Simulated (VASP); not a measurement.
A run of VASP 6.6.1 is set up as follows.

File INCAR:

```
SYSTEM = AlN
PREC = Accurate
ENCUT = 520
EDIFF = 1E-6
ISMEAR = 0
SIGMA = 0.05
LREAL = .FALSE.
LASPH = .TRUE.
NELM = 80
ALGO = Normal
ISIF = 2
LWAVE = .FALSE.
LCHARG = .TRUE.
GGA = CA
LELF = .TRUE.
LVHAR = .TRUE.
NBANDS = 26
```

The input KPOINTS:

```
regular mesh
0
G
  8 8 3
  0 0 0
```

File POSCAR:

```
AlN
1.0
   -3.0886152975      0.0000000000      0.0000000000
   -1.5443076488     -2.6748193102      0.0000000000
   -0.2573846081     -0.4458032184     11.8871685333
Al N
4 4
Direct
    0.3333333333      0.2079453598      0.7523278410
    0.3333333333      0.2772579727      0.3364521636
    0.6666666667      0.6452476125      0.1285143249
    0.6666666667      0.5759349996      0.5443900023
    0.3333333333      0.3200960810      0.0794235138
    0.3333333333      0.2507834681      0.4952991913
    0.6666666667      0.6187731079      0.2873613526
    0.6666666667      0.5494604950      0.7032370300
```

Potentials or basis: VASP PAW LDA potentials, release 64 (Al, N).

The run is started by

```sh
$ cat potpaw_LDA.64/Al/POTCAR potpaw_LDA.64/N/POTCAR > POTCAR
$ mpirun -np 1 vasp_std > vasp.out
```

Problem. Estimate the band gap on the k mesh.

Solution. Zero (bands 16 and 17 overlap by 0.13 eV).

Problem. Predict the largest force.

Solution. 2.478 eV/Å.

Problem. Predict the pressure.

Solution. -2.1 GPa.

Stress tensor (GPa, compression positive):
```
-0.49 -0.01  0.27
-0.01 -0.69  0.36
 0.27  0.36 -5.08
```

Caveat: the cell differs from its parent crystal (the part above a cut slid along it); semilocal functionals underestimate gaps, and a narrow one can read as zero; forces of over 1 eV/Å act on the atoms, so gaps and moduli don't describe the material at rest.
